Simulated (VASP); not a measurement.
## BN: electric field gradients with PBEsol

Crystal: BN.

```xyz
4
Lattice="2.4701 0.0000 0.0000 -1.2351 2.1392 0.0000 0.0000 0.0000 6.5712" Properties=species:S:1:pos:R:3 pbc="T T T"
B     0.0000    1.4261    1.6428
B     1.2351    0.7131    4.9284
N     0.0000    1.4261    4.9284
N     1.2351    0.7131    1.6428
```

This cell differs from its parent crystal: volume scaled by 0.96.

```
Program                : VASP 6.6.1
Task                   : electric field gradients
Functional             : PBEsol
Potentials or basis    : VASP PAW PBE potentials, release 64 (B, N)
Cutoff                 : 520 eV
k mesh                 : 11 × 11 × 4
Occupations            : fermi-dirac, width 0.02 eV
Spin                   : no spin polarisation
Dipole correction      : no
Further INCAR settings : ALGO = Normal; EDIFF = 1e-08; NBANDS = 16
```

* Pressure: 11.4 GPa
* Band gap on the k mesh: 4.28 eV, indirect (least direct gap 4.67 eV)

Stress tensor (GPa, compression positive):
```
16.62  0.00  0.00
 0.00 16.62  0.00
 0.00  0.00  1.10
```

Levels at points of the mesh, in eV from the valence-band top:
```tsv
k point	band 4	band 5	band 6	band 7	band 8	band 9	band 10	band 11	band 12	band 13
(0.00, 0.00, 0.00)	-4.31	-1.29	-1.29	-1.25	-1.25	5.08	10.41	11.82	11.82	11.95
(0.00, 0.00, 0.50)	-5.58	-1.27	-1.27	-1.27	-1.27	7.59	7.59	11.88	11.88	11.88
```

Electric field gradients, principal values (V/Å²):
```csv
atom,least,middle,greatest (by size)
1 B,-17.813,-17.814,35.627
2 B,-17.813,-17.814,35.627
3 N,-4.192,-4.196,8.389
4 N,-4.192,-4.196,8.389
```

Wall time 64 s on 1 thread of AMD EPYC 7R13, with other jobs on the host, peak memory 0.12 GiB.

Caveat: without QUAD_EFG the Cq values of the log hold for a quadrupole moment of 1 mb, not for the nuclei; the PAW data sets were made with another functional, which shifts forces and pressure a little; this functional lacks dispersion, which binds the layers, so the pressure and a relaxed spacing across them are unreliable. A k mesh can miss the band edges.
